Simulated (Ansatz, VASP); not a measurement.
## Two plane-wave programs on Tl

File INCAR:

```
SYSTEM = Tl
PREC     = Accurate       ! precision mode
ENCUT    = 520            ! plane-wave cutoff, eV
EDIFF    = 1E-7           ! SCF threshold, eV
ISMEAR   = -1             ! smearing method
SIGMA    = 0.1            ! smearing width, eV
LREAL    = .FALSE.        ! projectors in reciprocal space
LASPH    = .TRUE.         ! aspherical terms in the spheres
NELM     = 60             ! most SCF steps
ALGO     = Normal         ! electronic algorithm
ISIF     = 2              ! what is computed and relaxed
LWAVE    = .FALSE.        ! write WAVECAR
LCHARG   = .FALSE.        ! write CHGCAR
GGA      = CA             ! functional
NBANDS   = 12             ! bands
```

The input KPOINTS:

```
Automatic mesh
0
G
  14 14 14
  0 0 0
```

Contents of POSCAR:

```
Tl
1.0
   -1.7601962591      1.7601962591      1.7601962591
    1.7601962591     -1.7601962591      1.7601962591
    1.7601962591      1.7601962591     -1.7601962591
Tl
1
Direct
    0.0000000000      0.0000000000      0.0000000000
```

Input for Ansatz:

```yaml
crystal:
  lattice:
    - [-1.7601962591, 1.7601962591, 1.7601962591]
    - [1.7601962591, -1.7601962591, 1.7601962591]
    - [1.7601962591, 1.7601962591, -1.7601962591]
  atoms:
    - { symbol: Tl, position: [0.0, 0.0, 0.0] }
kpoints:
  mp_grid: { grid: [14, 14, 14] }
scf:
  occupations: { method: fermi_dirac, width: 0.1 }
hamiltonian:
  xc: lda
  pseudopotentials: { kind: paw }
output:
  forces: true
  stress: true
  eigenvalues: true
  populations: true
```

Change from the starting cell: volume scaled by 0.8, PAW files.

Alike in both runs: task single point; functional LDA; k mesh 14 × 14 × 14; occupations fermi-dirac, width 0.1 eV; no spin polarisation.

|  | VASP | Ansatz |
| --- | --- | --- |
| version | VASP 6.6.1 | Ansatz 0.2.0 |
| potentials or method | VASP PAW LDA potentials, release 64 (Tl_d) | PAW with Ansatz's default frozen-core files, scalar-relativistic |
| plane-wave cutoff (eV) | 520 | 420 |
| valence electrons in the cell | 13 | 13 |

```tsv
	VASP	Ansatz	Ansatz less VASP
pressure (GPa)	17.9	17.6	-0.30
```

LDA's correlation is that of Perdew and Zunger in VASP and of Perdew and Wang (1992) in Ansatz.

Neither program's run includes spin-orbit coupling.
